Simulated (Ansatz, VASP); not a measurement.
# NiSb in VASP and in Ansatz

```
CELL_PARAMETERS angstrom
0.00000 2.63374 2.71275
2.63374 0.00000 2.71275
2.63374 2.63374 0.00000
ATOMIC_POSITIONS crystal
Ni 0.50000 0.50000 0.50000
Sb 0.00000 0.00000 0.00000
```

Change from the starting cell: strain e3 = +0.03, atoms carried along.

Alike in both runs: task single point; functional PBE; k mesh 12 × 12 × 12; occupations gaussian, width 0.05 eV; collinear spin.

|  | VASP | Ansatz |
| --- | --- | --- |
| version | VASP 6.6.1 | Ansatz 0.2.0 |
| potentials or method | VASP PAW PBE potentials, release 64 (Ni, Sb), cutoff 520 eV | scalar-relativistic, plane waves, PAW |
| valence electrons in the cell | 15 | 33 |

|  | VASP | Ansatz | Ansatz less VASP |
| --- | --- | --- | --- |
| gap on the k mesh at the Fermi level (eV) | none | none | - |
| pressure (GPa) | -2.8 | -2.7 | +0.10 |
| traceless stress, the component that is largest in VASP (GPa) | -2.46 | -2.49 | -0.022 |
| net moment per atom (μB) | 0.00 | 0.00 | 0.000 |

A gap of «none» marks a metal or a gap that the smearing closes. With one functional, cell and mesh, what is left measures potentials, basis and numerics. VASP's potentials hold 15 valence electrons a cell and Ansatz's 33, so a difference there can come from the potentials and not from the codes. Ansatz's warnings: seeded moment not kept.

Neither program's run includes spin-orbit coupling.
